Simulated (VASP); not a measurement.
# Cu6N in VASP: single point with PBE+D3(BJ)

Aim: the single point of Cu6N with PBE+D3(BJ).

Everything below comes from runs of VASP 6.6.1. Logs are shortened: lines on timing, memory, paths and dates and some standing lists are left out, and cuts for length are marked.

## 1. The cell of the first run

The cell holds a slab with vacuum, 14 atoms: a = 5.039 Å, b = 5.039 Å, c = 22.822 Å, α = 90.00°, β = 90.00°, γ = 120.00°.

## 2. Single point, PBE+D3(BJ)

Contents of INCAR:

```
SYSTEM = Cu6N
PREC = Accurate
ENCUT = 520
EDIFF = 1E-7
ISMEAR = 0
SIGMA = 0.1
LREAL = .False.
LASPH = .True.
NELM = 100
ALGO = Normal
ISIF = 2
LWAVE = .False.
LCHARG = .True.
LDIPOL = .True.
IDIPOL = 3
DIPOL = 0.5 0.5 0.301
GGA = PE
IVDW = 12
LELF = .True.
LVHAR = .True.
LVACPOTAV = .True.
NBANDS = 84
```

Contents of KPOINTS:

```
Automatic mesh
0
Gamma
  6 6 1
  0 0 0
```

Contents of POSCAR:

```
Cu6N
1.0
    5.0393684011      0.0000000000      0.0000000000
   -2.5196842005      4.3642210544      0.0000000000
    0.0000000000      0.0000000000     22.8221943999
Cu N
12 2
Direct
    0.3333333333      0.1666666667      0.1752679839
    0.3333333333      0.6666666667      0.1752679839
    0.8333333333      0.1666666667      0.1752679839
    0.8333333333      0.6666666667      0.1752679839
    0.1666666667      0.3333333333      0.2655783499
    0.1666666667      0.8333333333      0.2655783499
    0.6666666667      0.3333333333      0.2655783499
    0.6666666667      0.8333333333      0.2655783499
    0.0000000000      0.0000000000      0.3558901593
    0.0000000000      0.5000000000      0.3558901593
    0.5000000000      0.0000000000      0.3558901593
    0.5000000000      0.5000000000      0.3558901593
    0.2500000000      0.1666666667      0.4873411472
    0.2500000000      0.1666666667      0.5355398427
```

Potentials or basis: VASP PAW PBE potentials, release 64 (Cu, N).

Command:

```sh
cat potpaw_PBE.64/Cu/POTCAR potpaw_PBE.64/N/POTCAR > POTCAR
mpirun -np 1 vasp_std > vasp.out
```

OUTCAR:

```text
SYSTEM = Cu6N
   PREC = Accurate
   ENCUT = 520
   EDIFF = 1E-7
   ISMEAR = 0
   LREAL = .False.
   LASPH = .True.
   NELM = 100
   ISIF = 2
   GGA = PE
   IVDW = 12
 IVDW          = 12

 ion  position               nearest neighbor table
   1  0.333  0.167  0.175-   2 2.52   2 2.52   3 2.52   3 2.52   4 2.52   4 2.52   5 2.52   6 2.52
                             7 2.52
   2  0.333  0.667  0.175-   1 2.52   1 2.52   4 2.52   4 2.52   3 2.52   3 2.52   6 2.52   5 2.52
                             8 2.52
   3  0.833  0.167  0.175-   4 2.52   4 2.52   1 2.52   1 2.52   2 2.52   2 2.52   7 2.52   8 2.52
                             5 2.52
   4  0.833  0.667  0.175-   3 2.52   3 2.52   2 2.52   2 2.52   1 2.52   1 2.52   8 2.52   7 2.52
                             6 2.52
   5  0.167  0.333  0.266-   6 2.52   6 2.52   7 2.52   7 2.52   8 2.52   8 2.52   1 2.52   2 2.52
                             3 2.52   9 2.52  12 2.52  10 2.52
   6  0.167  0.833  0.266-   5 2.52   5 2.52   8 2.52   8 2.52   7 2.52   7 2.52   2 2.52   1 2.52
                             4 2.52  10 2.52  11 2.52   9 2.52
   7  0.667  0.333  0.266-   8 2.52   8 2.52   5 2.52   5 2.52   6 2.52   6 2.52   3 2.52   4 2.52
                             1 2.52  11 2.52  10 2.52  12 2.52
   8  0.667  0.833  0.266-   7 2.52   7 2.52   6 2.52   6 2.52   5 2.52   5 2.52   4 2.52   3 2.52
                             2 2.52  12 2.52   9 2.52  11 2.52
   9  0.000  0.000  0.356-  10 2.52  10 2.52  11 2.52  11 2.52  12 2.52  12 2.52   5 2.52   8 2.52
                             6 2.52
  10  0.000  0.500  0.356-   9 2.52   9 2.52  12 2.52  12 2.52  11 2.52  11 2.52   6 2.52   7 2.52
                             5 2.52
  11  0.500  0.000  0.356-  12 2.52  12 2.52   9 2.52   9 2.52  10 2.52  10 2.52   7 2.52   6 2.52
                             8 2.52
  12  0.500  0.500  0.356-  11 2.52  11 2.52  10 2.52  10 2.52   9 2.52   9 2.52   8 2.52   5 2.52
                             7 2.52
  13  0.250  0.167  0.487-  14 1.10
  14  0.250  0.167  0.536-  13 1.10

  LATTYP: Found a hexagonal cell.
 ALAT       =     5.0393684011
 C/A-ratio  =     4.5287807089

  Lattice vectors:

 A1 = (   5.0393684011,   0.0000000000,   0.0000000000)
 A2 = (  -2.5196842005,   4.3642210544,   0.0000000000)
 A3 = (   0.0000000000,   0.0000000000,  22.8221943999)

Analysis of symmetry for initial positions (statically):
=====================================================================
 Subroutine PRICEL returns:
 Original cell was already a primitive cell.

 Routine SETGRP: Setting up the symmetry group for a
 hexagonal supercell.

 Subroutine GETGRP returns: Found  1 space group operations
 (whereof  1 operations were pure point group operations)
 out of a pool of 24 trial point group operations.

The static configuration has the point symmetry C_1 .

Analysis of symmetry for dynamics (positions and initial velocities):
=====================================================================
 Subroutine PRICEL returns:
 Original cell was already a primitive cell.

 Routine SETGRP: Setting up the symmetry group for a
 hexagonal supercell.

 Subroutine GETGRP returns: Found  1 space group operations
 (whereof  1 operations were pure point group operations)
 out of a pool of 24 trial point group operations.

The dynamic configuration has the point symmetry C_1 .

 Subroutine INISYM returns: Found  1 space group operations
 (whereof  1 operations are pure point group operations),
 and found     1 'primitive' translations

----------------------------------------------------------------------------------------

                                     Primitive cell

  volume of cell :     501.9266

  direct lattice vectors                    reciprocal lattice vectors
     5.039368401  0.000000000  0.000000000     0.198437566  0.114567982  0.000000000
    -2.519684200  4.364221054  0.000000000     0.000000000  0.229135964  0.000000000
     0.000000000  0.000000000 22.822194400     0.000000000  0.000000000  0.043816996

  length of vectors
     5.039368401  5.039368401 22.822194400     0.229135964  0.229135964  0.043816996

  position of ions in fractional coordinates (direct lattice)
     0.333333333  0.166666667  0.175267984
     0.333333333  0.666666667  0.175267984
     0.833333333  0.166666667  0.175267984
     0.833333333  0.666666667  0.175267984
     0.166666667  0.333333333  0.265578350
     0.166666667  0.833333333  0.265578350
     0.666666667  0.333333333  0.265578350
[... 48 lines left out ...]

 Found     20 irreducible k-points:

 Following reciprocal coordinates:
            Coordinates               Weight
  0.000000  0.000000  0.000000      1.000000
  0.166667  0.000000  0.000000      2.000000
  0.000000  0.166667  0.000000      2.000000
 -0.166667  0.166667  0.000000      2.000000
  0.333333 -0.000000  0.000000      2.000000
  0.000000  0.333333  0.000000      2.000000
[... 12 lines left out ...]
  0.500000 -0.166667  0.000000      2.000000
  0.333333  0.333333  0.000000      2.000000
   k-points           NKPTS =     20   k-points in BZ     NKDIM =     20   number of bands    NBANDS=     84
   number of dos      NEDOS =    301   number of ions     NIONS =     14
   total plane-waves  NPLWV = 288000
   dimension x,y,z NGX =    40 NGY =   40 NGZ =  180
   dimension x,y,z NGXF=    80 NGYF=   80 NGZF=  360
   ions per type =              12   2
   NGX,Y,Z   is equivalent  to a cutoff of  13.20, 13.20, 13.11 a.u.
   NGXF,Y,Z  is equivalent  to a cutoff of  26.39, 26.39, 26.22 a.u.
 SYSTEM =  Cu6N
   PREC   = accura    normal or accurate (medium, high low for compatibility)
   ISTART =      0    job   : 0-new  1-cont  2-samecut
   ICHARG =      2    charge: 1-file 2-atom 10-const
   ISPIN  =      1    spin polarized calculation?
   LNONCOLLINEAR =      F non collinear calculations
   LSORBIT =      F    spin-orbit coupling
   LASPH  =      T    aspherical Exc in radial PAW
   ENCUT  =  520.0 eV  38.22 Ry    6.18 a.u.   9.37  9.37 42.43*2*pi/ulx,y,z
   NELM   =    100;   NELMIN=  2; NELMDL= -5     # of ELM steps
   EDIFF  = 0.1E-06   stopping-criterion for ELM
   LREAL  =      F    real-space projection
   EDIFFG = 0.1E-05   stopping-criterion for IOM
   NSW    =      0    number of steps for IOM
   IBRION =     -1    ionic relax: 0-MD 1-quasi-New 2-CG
   NFREE  =      0    steps in history (QN), initial steepest desc. (CG)
   ISIF   =      2    stress and relaxation
   ISYM   =      2    0-nonsym 1-usesym 2-fastsym
   POTIM  = 0.5000    time-step for ionic-motion
   TEBEG  =    0.0;   TEEND  =   0.0 temperature during run
   PSTRESS=    0.0 pullay stress
   NELECT =     142.0000    total number of electrons
   NUPDOWN=      -1.0000    fix difference up-down
   EMIN   =  10.00;   EMAX   =-10.00  energy-range for DOS
   EFERMI =   0.00;   METHOD = LEGACY
   ISMEAR =     0;   SIGMA  =   0.10  broadening in eV -4-tet -1-fermi 0-gaus
   EFERMI_NEDOS =   21; number of points for ismear=-14 and -15
   IALGO  =     38    algorithm
   IMIX   =      4    mixing-type and parameters
     AMIX     =   0.40;   BMIX     =  1.00
     AMIX_MAG =   1.60;   BMIX_MAG =  1.00
  volume/ion in A,a.u.               =      35.85       241.94
  Fermi-wavevector in a.u.,A,eV,Ry     =   1.074709  2.030905 15.714720  1.154999
  Thomas-Fermi vector in A             =   2.210545
   LORBIT       =      0    0 simple, 1 ext, 2 COOP (PROOUT), +10 PAW based schemes
   GGA     = PE    functional components
   LHFCALC =     F    Hartree Fock is set to
   AEXX    =    0.0000 exact exchange contribution
   IVDW    =    12    specifies the selected vdW correction
   LEPSILON=     F    determine dielectric tensor
   LRPA    =     F    only Hartree local field effects (RPA)
 non-spin polarized calculation
 Gauss-broadening in eV      SIGMA  =   0.10
  energy-cutoff  :      520.00
  volume of cell :      501.93
 maximum number of plane-waves:     13597
 NGX is ok and might be reduce to    40
   NGX = 19   NGY = 19   NGZ = 85

 dipolmoment           0.000000      0.000000      0.002336 electrons x Angstroem

 number of electron     141.9999968 magnetization

 dipolmoment           0.000000      0.000000     -0.026078 electrons x Angstroem

 Free energy of the ion-electron system (eV)
  ---------------------------------------------------
  ext. energy  EPLUGINS =         0.00000000
  ---------------------------------------------------
  free energy    TOTEN  =       -57.50000363 eV

  energy without entropy =      -57.42434394  energy(sigma->0) =      -57.46217379

 E-fermi :  -0.8198     XC(G=0):  -4.9424

 val. band max:       -0.8427338724   @ k =   0.1667   0.0000   0.0000
 cond. band min:      -0.8106576497   @ k =   0.1667   0.0000   0.0000
 fundamental gap:      0.0320762227
 Fermi energy:        -0.8197700982

 k-point     1 :       0.0000    0.0000    0.0000
  band No.  band energies     occupation
      1     -24.8767      2.00000
      2     -10.0218      2.00000
      3      -9.6898      2.00000
      4      -8.1080      2.00000
      5      -8.1062      2.00000
      6      -7.6752      2.00000
[... 1709 lines left out ...]
     82       3.5014      0.00000
     83       4.1209      0.00000
 [bands above 83 left out]

------------------------ aborting loop because EDIFF is reached ----------------------------------------

 Edisp (eV)   -4.92744

 E8    (eV) :    -2.1896

  FORCE on cell =-STRESS in cart. coord.  units (eV):
  Direction    XX          YY          ZZ          XY          YZ          ZX
  --------------------------------------------------------------------------------------
  -------------------------------------------------------------------------------------
  Total      -3.07317    -3.08036     3.13230    -0.03540    -0.01362    -0.02575
  in kB      -9.80973    -9.83269     9.99847    -0.11300    -0.04349    -0.08220
  external pressure =       -3.21 kB  Pullay stress =        0.00 kB

 VOLUME and BASIS-vectors are now :
 -----------------------------------------------------------------------------
  energy-cutoff  :      520.00
  volume of cell :      501.93
      direct lattice vectors                 reciprocal lattice vectors
     5.039368401  0.000000000  0.000000000     0.198437566  0.114567982  0.000000000
    -2.519684200  4.364221054  0.000000000     0.000000000  0.229135964  0.000000000
     0.000000000  0.000000000 22.822194400     0.000000000  0.000000000  0.043816996

 POSITION                                       TOTAL-FORCE (eV/Angst)
 -----------------------------------------------------------------------------------
      1.25984      0.72737      4.00000         0.001323      0.000119     -0.058493
     -0.00000      2.90948      4.00000         0.002030      0.002234     -0.032892
      3.77953      0.72737      4.00000        -0.001705     -0.001399     -0.035670
      2.51968      2.90948      4.00000        -0.000581     -0.000748     -0.033801
      0.00000      1.45474      6.06108         0.010275     -0.008500      0.002865
     -1.25984      3.63685      6.06108        -0.002646      0.012783      0.003006
      2.51968      1.45474      6.06108        -0.010032     -0.005316      0.002941
      1.25984      3.63685      6.06108         0.002843      0.001252     -0.004440
      0.00000      0.00000      8.12219        -0.024121     -0.021512      0.020652
     -1.25984      2.18211      8.12219        -0.015030      0.003380      0.033966
      2.51968      0.00000      8.12219         0.033950     -0.015499      0.009168
      1.25984      2.18211      8.12219         0.011413      0.037737      0.010442
      0.83989      0.72737     11.12219        -0.010073     -0.005902     -2.132350
      0.83989      0.72737     12.22219         0.002353      0.001370      2.214605
 -----------------------------------------------------------------------------------
    total drift:                               -0.000067      0.000044      0.007291

  FREE ENERGIE OF THE ION-ELECTRON SYSTEM (eV)
  ---------------------------------------------------
  free  energy   TOTEN  =       -62.4274390095 eV

  energy  without entropy=      -62.3517793155  energy(sigma->0) =      -62.38960916

 vacuum level on the upper side and lower side of the slab         3.757         3.971
```

It took 47 min on 1 thread of Intel Xeon Platinum 8488C (Sapphire Rapids), shared host; peak memory 0.93 GiB.

What came out:

```yaml
Free_energy: -62.4274 eV
Largest_force: 2.215 eV/Å
Band_gap_on_the_k_mesh: zero (bands 71 and 72 overlap by 0.40 eV)
Dispersion_energy_per_atom: -0.352 eV
```

Forces on the atoms (eV/Å):
```
Cu   0.001  0.000 -0.058
Cu   0.002  0.002 -0.033
Cu  -0.002 -0.001 -0.036
Cu  -0.001 -0.001 -0.034
Cu   0.010 -0.009  0.003
Cu  -0.003  0.013  0.003
Cu  -0.010 -0.005  0.003
Cu   0.003  0.001 -0.004
Cu  -0.024 -0.022  0.021
Cu  -0.015  0.003  0.034
Cu   0.034 -0.015  0.009
Cu   0.011  0.038  0.010
N   -0.010 -0.006 -2.132
N    0.002  0.001  2.215
```

Levels at points of the mesh, in eV from the Fermi level:
```csv
k point,band 67,band 68,band 69,band 70,band 71,band 72,band 73,band 74
"(0.00, 0.00, 0.00)",-1.34,-1.34,-0.06,0.02,0.02,0.04,1.20,1.21
"(0.50, 0.00, 0.00)",-1.62,-1.54,-1.54,0.04,0.05,0.26,0.38,1.20
"(0.00, 0.50, 0.00)",-1.62,-1.54,-1.54,0.04,0.05,0.26,0.38,1.20
"(0.50, 0.50, 0.00)",-1.62,-1.54,-1.54,0.04,0.05,0.26,0.38,1.20
```

Caveat: the standard files for N, O and F lose accuracy on very short bonds.

The gap in the log of VASP goes by the Fermi energy; the results here count the filled bands.